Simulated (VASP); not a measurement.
The system is Ge.

```
Ge
1.0
     7.95330    0.00000    0.00000
    -3.97665    6.88776    0.00000
     0.00000    0.00000    3.07843
Ge
8
Direct
  0.33457 0.00000 0.00000
  0.00000 0.33457 0.00000
  0.66543 0.66543 0.00000
  0.66543 0.00000 0.00000
  0.00000 0.66543 0.00000
  0.33457 0.33457 0.00000
  0.33333 0.66667 0.50000
  0.66667 0.33333 0.50000
```

- Program: VASP 6.6.1
- Task: relaxation of cell and atoms
- Functional: PBE
- Potentials or basis: VASP PAW PBE potentials, release 64 (Ge_d)
- Cutoff: 600 eV
- k mesh: 3 × 3 × 6
- Occupations: gaussian, width 0.1 eV
- Spin: no spin polarisation

At the start: pressure 0.3 GPa; volume 21.08 Å³/atom.

Task: Where does the relaxation end?

Result: Over 9 steps the energy falls by 7.6 meV/atom and the volume is 21.13 Å³/atom (+0.3 %); space group P6/mmm (No. 191, to 0.05 Å).

The path:
```
step  energy change (eV)  largest force (eV/Å)  pressure (GPa)  volume (Å³)
   1              0.0000                0.0859            0.28       168.64
   2             -0.0310                0.0024           -0.03       169.51
   3             -0.0350                0.1748           -0.94       171.98
   4             -0.0497                0.1495           -0.59       171.13
   5             -0.0464                0.0650           -0.22       170.11
   6             -0.0520                0.1215           -0.37       170.75
   7             -0.0588                0.0773           -0.13       169.46
   8             -0.0590                0.0655            0.00       169.13
   9             -0.0606                0.0218            0.08       169.08
```

Final structure:
```
Ge
1.0
     8.08704    0.00000    0.00000
    -4.04352    7.00358    0.00000
     0.00000    0.00000    2.98525
Ge
8
Direct
  0.33478 0.00000 0.00000
  0.00000 0.33478 0.00000
  0.66522 0.66522 0.00000
  0.66522 0.00000 0.00000
  0.00000 0.66522 0.00000
  0.33478 0.33478 0.00000
  0.33333 0.66667 0.50000
  0.66667 0.33333 0.50000
```
